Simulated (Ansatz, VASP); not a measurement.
**MgO in VASP and in Ansatz**

```xyz
2
Lattice="0.0000 2.1022 2.1022 2.1022 0.0000 2.1022 2.1022 2.1022 0.0000" Properties=species:S:1:pos:R:3 pbc="T T T"
Mg    0.0000    0.0000    0.0000
O     2.1022    2.1022    2.1022
```

Alike in both runs: functional r2SCAN; k mesh 20 × 20 × 20; occupations fermi-dirac, width 0.1 eV; no spin polarisation.

Ansatz relaxed the structure, and its values are those at the end. VASP's run is a single point on that final structure, the one shown.

|  | VASP | Ansatz |
| --- | --- | --- |
| version | VASP 6.6.1 | Ansatz 0.2.0 |
| potentials or method | VASP PAW PBE potentials, release 64 (Mg_sv, O) | PAW with Ansatz's default frozen-core files, scalar-relativistic |
| plane-wave cutoff (eV) | 750 | 500 |
| valence electrons in the cell | 16 | 16 |

```tsv
	VASP	Ansatz	Ansatz less VASP
pressure (GPa)	0.0	0.0	+0.03
```

VASP's potentials were made for PBE, not for r2SCAN.
